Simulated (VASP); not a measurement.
# BIr2 (I4_1/amd) in VASP: relaxation of cell and atoms with PBE

Aim: the relaxation of cell and atoms of BIr2 with PBE.

Everything below comes from runs of VASP 6.6.1. Logs are shortened: lines on timing, memory, paths and dates and some standing lists are left out, and cuts for length are marked.

## Step 1: The cell of the first run

The structure is tetragonal, space group I4_1/amd (No. 141). Conventional cell: a = 4.482 Å, b = 4.482 Å, c = 7.387 Å, α = 90.00°, β = 90.00°, γ = 90.00°. Within 2.7 Å of B (site symmetry -4m2) lie 6 Ir at 2.07 to 2.25 Å. Within 2.7 Å of Ir (site symmetry 2mm) lie 3 B at 2.07 to 2.25 Å and 2 Ir at 2.64 Å.

## Step 2: Relaxation of cell and atoms, PBE

The input, INCAR:

```
SYSTEM = BIr2
PREC = Accurate
ENCUT = 500
EDIFF = 1E-7
ISMEAR = 0
SIGMA = 0.1
LREAL = .False.
LASPH = .True.
NELM = 120
ALGO = Normal
ISIF = 3
LWAVE = .False.
LCHARG = .False.
GGA = PE
IBRION = 2
NSW = 100
EDIFFG = -0.01
GGA_COMPAT = .False.
NELMIN = 4
```

The input, KPOINTS:

```
regular mesh
0
Gamma
  12 12 12
  0 0 0
```

The input, POSCAR:

```
BIr2
1.0
   -2.2409347391      2.2409347391      3.6935300160
    2.2409347391     -2.2409347391      3.6935300160
    2.2409347391      2.2409347391     -3.6935300160
B Ir
2 4
Direct
    0.0000000000      0.0000000000      0.0000000000
    0.7500000000      0.2500000000      0.5000000000
    0.2800186995      0.2800186995      0.0000000000
    0.0300186995      0.5300186995      0.5000000000
    0.4699813005      0.9699813005      0.5000000000
    0.7199813005      0.7199813005      0.0000000000
```

Potentials or basis: VASP PAW PBE potentials, release 64 (B, Ir).

Launch:

```bash
> cat potpaw_PBE.64/B/POTCAR potpaw_PBE.64/Ir/POTCAR > POTCAR
> mpirun -np 1 vasp_std > vasp.out
```

OUTCAR:

```text
SYSTEM = BIr2
   PREC = Accurate
   ENCUT = 500
   EDIFF = 1E-7
   ISMEAR = 0
   LREAL = .False.
   LASPH = .True.
   NELM = 120
   ISIF = 3
   GGA = PE
   IBRION = 2
   NSW = 100
   EDIFFG = -0.01
   NELMIN = 4

 ion  position               nearest neighbor table
   1  0.000  0.000  0.000-   3 2.07   6 2.07   5 2.25   4 2.25   4 2.25   5 2.25
   2  0.750  0.250  0.500-   4 2.07   5 2.07   3 2.25   6 2.25   3 2.25   6 2.25
   3  0.280  0.280  0.000-   1 2.07   2 2.25   2 2.25   5 2.64   5 2.64   4 2.90   4 2.90   4 2.90
                             4 2.90   6 3.20   6 3.20   6 3.20   6 3.20   5 3.20   5 3.20   6 3.25
   4  0.030  0.530  0.500-   2 2.07   1 2.25   1 2.25   6 2.64   6 2.64   3 2.90   3 2.90   3 2.90
                             3 2.90   5 3.20   5 3.20   5 3.20   5 3.20   6 3.20   6 3.20   5 3.25
   5  0.470  0.970  0.500-   2 2.07   1 2.25   1 2.25   3 2.64   3 2.64   6 2.90   6 2.90   6 2.90
                             6 2.90   4 3.20   4 3.20   4 3.20   4 3.20   3 3.20   3 3.20   4 3.25
   6  0.720  0.720  0.000-   1 2.07   2 2.25   2 2.25   4 2.64   4 2.64   5 2.90   5 2.90   5 2.90
                             5 2.90   3 3.20   3 3.20   3 3.20   3 3.20   4 3.20   4 3.20   3 3.25

  LATTYP: Found a body centered tetragonal cell.
 ALAT       =     4.4818694782
 C/A-ratio  =     1.6482095402

  Lattice vectors:

 A1 = (  -2.2409347391,   2.2409347391,   3.6935300160)
 A2 = (   2.2409347391,  -2.2409347391,   3.6935300160)
 A3 = (   2.2409347391,   2.2409347391,  -3.6935300160)

Analysis of symmetry for initial positions (statically):
=====================================================================
 Subroutine PRICEL returns:
 Original cell was already a primitive cell.

 Routine SETGRP: Setting up the symmetry group for a
 body centered tetragonal supercell.

 Subroutine GETGRP returns: Found 16 space group operations
 (whereof  8 operations were pure point group operations)
 out of a pool of 16 trial point group operations.

The static configuration has the point symmetry D_2d.
 The point group associated with its full space group is D_4h.

Analysis of symmetry for dynamics (positions and initial velocities):
=====================================================================
 Subroutine PRICEL returns:
 Original cell was already a primitive cell.

 Routine SETGRP: Setting up the symmetry group for a
 body centered tetragonal supercell.

 Subroutine GETGRP returns: Found 16 space group operations
 (whereof  8 operations were pure point group operations)
 out of a pool of 16 trial point group operations.

The dynamic configuration has the point symmetry D_2d.
 The point group associated with its full space group is D_4h.

 Subroutine INISYM returns: Found 16 space group operations
 (whereof  8 operations are pure point group operations),
 and found     1 'primitive' translations

----------------------------------------------------------------------------------------

                                     Primitive cell

  volume of cell :      74.1925

  direct lattice vectors                    reciprocal lattice vectors
    -2.240934739  2.240934739  3.693530016     0.000000000  0.223121179  0.135371852
     2.240934739 -2.240934739  3.693530016     0.223121179  0.000000000  0.135371852
     2.240934739  2.240934739 -3.693530016     0.223121179  0.223121179  0.000000000

  length of vectors
     4.866799871  4.866799871  4.866799871     0.260976242  0.260976242  0.315540997

  position of ions in fractional coordinates (direct lattice)
     0.000000000  0.000000000  0.000000000
     0.750000000  0.250000000  0.500000000
     0.280018699  0.280018699  0.000000000
     0.030018699  0.530018699  0.500000000
     0.469981301  0.969981301  0.500000000
     0.719981301  0.719981301  0.000000000

  ion indices of the primitive-cell ions
   primitive index   ion index
                 1           1
                 2           2
                 3           3
                 4           4
                 5           5
                 6           6

----------------------------------------------------------------------------------------

 KPOINTS: regular mesh

Automatic generation of k-mesh.
 Grid dimensions read from file:
 generate k-points for:   12   12   12

 Generating k-lattice:

  Cartesian coordinates                     Fractional coordinates (reciprocal lattice)
     0.000000000  0.018593432  0.011280988     0.083333333 -0.000000000  0.000000000
     0.018593432  0.000000000  0.011280988    -0.000000000  0.083333333  0.000000000
     0.018593432  0.018593432  0.000000000     0.000000000  0.000000000  0.083333333

  Length of vectors
     0.021748020  0.021748020  0.026295083

  Shift w.r.t. Gamma in fractional coordinates (k-lattice)
     0.000000000  0.000000000  0.000000000

 Subroutine IBZKPT returns following result:
 ===========================================

 Found    163 irreducible k-points:

 Following reciprocal coordinates:
            Coordinates               Weight
  0.000000  0.000000  0.000000      1.000000
  0.083333  0.000000  0.000000      8.000000
  0.166667 -0.000000  0.000000      8.000000
  0.250000  0.000000  0.000000      8.000000
  0.333333 -0.000000  0.000000      8.000000
  0.416667 -0.000000  0.000000      8.000000
[... 16 lines left out ...]
  0.500000  0.166667  0.000000     16.000000
 -0.416667  0.166667 -0.000000     16.000000
 [... further k-points ...]
   k-points           NKPTS =    163   k-points in BZ     NKDIM =    163   number of bands    NBANDS=     25
   number of dos      NEDOS =    301   number of ions     NIONS =      6
   total plane-waves  NPLWV =  46656
   dimension x,y,z NGX =    36 NGY =   36 NGZ =   36
   dimension x,y,z NGXF=    72 NGYF=   72 NGZF=   72
   ions per type =               2   4
   NGX,Y,Z   is equivalent  to a cutoff of  12.30, 12.30, 12.30 a.u.
   NGXF,Y,Z  is equivalent  to a cutoff of  24.59, 24.59, 24.59 a.u.
 SYSTEM =  BIr2
   PREC   = accura    normal or accurate (medium, high low for compatibility)
   ISTART =      0    job   : 0-new  1-cont  2-samecut
   ICHARG =      2    charge: 1-file 2-atom 10-const
   ISPIN  =      1    spin polarized calculation?
   LNONCOLLINEAR =      F non collinear calculations
   LSORBIT =      F    spin-orbit coupling
   LASPH  =      T    aspherical Exc in radial PAW
   ENCUT  =  500.0 eV  36.75 Ry    6.06 a.u.   8.87  8.87  8.87*2*pi/ulx,y,z
   NELM   =    120;   NELMIN=  4; NELMDL= -5     # of ELM steps
   EDIFF  = 0.1E-06   stopping-criterion for ELM
   LREAL  =      F    real-space projection
   EDIFFG = -.1E-01   stopping-criterion for IOM
   NSW    =    100    number of steps for IOM
   IBRION =      2    ionic relax: 0-MD 1-quasi-New 2-CG
   NFREE  =      1    steps in history (QN), initial steepest desc. (CG)
   ISIF   =      3    stress and relaxation
   ISYM   =      2    0-nonsym 1-usesym 2-fastsym
   POTIM  = 0.5000    time-step for ionic-motion
   TEBEG  =    0.0;   TEEND  =   0.0 temperature during run
   PSTRESS=    0.0 pullay stress
   NELECT =      42.0000    total number of electrons
   NUPDOWN=      -1.0000    fix difference up-down
   EMIN   =  10.00;   EMAX   =-10.00  energy-range for DOS
   EFERMI =   0.00;   METHOD = LEGACY
   ISMEAR =     0;   SIGMA  =   0.10  broadening in eV -4-tet -1-fermi 0-gaus
   EFERMI_NEDOS =   21; number of points for ismear=-14 and -15
   IALGO  =     38    algorithm
   IMIX   =      4    mixing-type and parameters
     AMIX     =   0.40;   BMIX     =  1.00
     AMIX_MAG =   1.60;   BMIX_MAG =  1.00
  volume/ion in A,a.u.               =      12.37        83.45
  Fermi-wavevector in a.u.,A,eV,Ry     =   1.354268  2.559195 24.953650  1.834042
  Thomas-Fermi vector in A             =   2.481454
   LORBIT       =      0    0 simple, 1 ext, 2 COOP (PROOUT), +10 PAW based schemes
   GGA     = PE    functional components
   LHFCALC =     F    Hartree Fock is set to
   AEXX    =    0.0000 exact exchange contribution
   IVDW    =     0    specifies the selected vdW correction
   LEPSILON=     F    determine dielectric tensor
   LRPA    =     F    only Hartree local field effects (RPA)
 conjugate gradient relaxation of ions
 non-spin polarized calculation
 Gauss-broadening in eV      SIGMA  =   0.10
  energy-cutoff  :      500.00
  volume of cell :       74.19
 maximum number of plane-waves:      1902
   NGX = 17   NGY = 17   NGZ = 17

--------------------------------------- Ionic step        1  -------------------------------------------

 number of electron      42.0000001 magnetization

 Free energy of the ion-electron system (eV)
  ---------------------------------------------------
  ext. energy  EPLUGINS =         0.00000000
  ---------------------------------------------------
  free energy    TOTEN  =       -47.72994961 eV

  energy without entropy =      -47.70353542  energy(sigma->0) =      -47.71674252

------------------------ aborting loop because EDIFF is reached ----------------------------------------

  FORCE on cell =-STRESS in cart. coord.  units (eV):
  Direction    XX          YY          ZZ          XY          YZ          ZX
  --------------------------------------------------------------------------------------
  -------------------------------------------------------------------------------------
  Total        0.2972217      0.2972217      0.8650451      0.0000000      0.0000000      0.0000000
  in kB        6.4184630      6.4184630     18.6805333      0.0000000      0.0000000      0.0000000
  external PRESSURE =      10.5058198 kB  Pullay stress =       0.0000000 kB
[... 105 lines left out ...]
  energy  without entropy=      -47.7049508929  energy(sigma->0) =      -47.71817115

--------------------------------------- Ionic step        4  -------------------------------------------

 number of electron      42.0000001 magnetization

 Free energy of the ion-electron system (eV)
  ---------------------------------------------------
  ext. energy  EPLUGINS =         0.00000000
  ---------------------------------------------------
  free energy    TOTEN  =       -47.73197864 eV

  energy without entropy =      -47.70580899  energy(sigma->0) =      -47.71889381

 E-fermi :   8.6485     XC(G=0): -13.2588

 val. band max:        8.6482316615   @ k =  -0.2500  -0.4167   0.2500
 cond. band min:       8.6527144896   @ k =  -0.2500  -0.3333   0.0833
 fundamental gap:      0.0044828281
 Fermi energy:         8.6485038991

 k-point     1 :       0.0000    0.0000    0.0000
  band No.  band energies     occupation
      1      -3.3313      2.00000
      2      -0.0681      2.00000
      3       2.9243      2.00000
      4       2.9852      2.00000
      5       3.2450      2.00000
      6       3.5645      2.00000
[... 661 lines left out ...]
     24      10.4386      0.00000
     25      11.2573      0.00000

 [... further k-points ...]

------------------------ aborting loop because EDIFF is reached ----------------------------------------

  FORCE on cell =-STRESS in cart. coord.  units (eV):
  Direction    XX          YY          ZZ          XY          YZ          ZX
  --------------------------------------------------------------------------------------
  -------------------------------------------------------------------------------------
  Total       -0.0546359     -0.0546359      0.0354692      0.0000000      0.0000000      0.0000000
  in kB       -1.1766337     -1.1766337      0.7638611      0.0000000      0.0000000      0.0000000
  external PRESSURE =      -0.5298021 kB  Pullay stress =       0.0000000 kB
[... 21 lines left out ...]
  FREE ENERGIE OF THE ION-ELECTRON SYSTEM (eV)
  ---------------------------------------------------
  free  energy   TOTEN  =       -47.7319786351 eV

  energy  without entropy=      -47.7058089875  energy(sigma->0) =      -47.71889381

 reached required accuracy - stopping structural energy minimisation
```

Run time: 6.5 min. Hardware: 1 thread of Intel Xeon 6975P-C (Granite Rapids), shared host; peak memory 0.38 GiB.

What came out:

- Free energy: -47.7320 eV
- Relaxed volume: 12.40 Å³/atom
- Relaxed cell: a = 4.876 Å, b = 4.876 Å, c = 4.876 Å, α = 125.31°, β = 125.31°, γ = 81.03°
- Space group after relaxing (to 0.1 Å): I4_1/amd (No. 141)
- Energy gained by relaxing: 0.3 meV/atom
- Ionic steps: 4
- Pressure after relaxing: -0.1 GPa
- Largest force after relaxing: 0.008 eV/Å
- Band gap on the k mesh: zero (bands 21 and 22 overlap by 0.81 eV)

Forces in eV/Å, atoms in the order of the input:
```
B    0.000  0.000  0.000
B    0.000  0.000  0.000
Ir   0.000  0.000  0.008
Ir   0.000  0.000  0.008
Ir   0.000  0.000 -0.008
Ir   0.000  0.000 -0.008
```

Step by step:
```
step  energy change (eV)  largest force (eV/Å)  pressure (GPa)  volume (Å³)
   1              0.0000                0.0760            1.05        74.19
   2              0.0038                0.0311           -2.68        75.07
   3             -0.0014                0.0377           -0.25        74.49
   4             -0.0020                0.0083           -0.05        74.40
```

Final structure:
```xyz
6
Lattice="-2.2400 2.2400 3.7069 2.2400 -2.2400 3.7069 2.2400 2.2400 -3.7069" Properties=species:S:1:pos:R:3 pbc="T T T"
B     0.0000    0.0000    0.0000
B     0.0000    2.2400    1.8534
Ir    0.0000    0.0000    2.0792
Ir    2.2400    0.0000    0.2258
Ir    2.2400    0.0000    3.4811
Ir    2.2400    2.2400    1.6276
```

Caveat: spin-orbit coupling is left out, which moves the levels of the heavy elements.
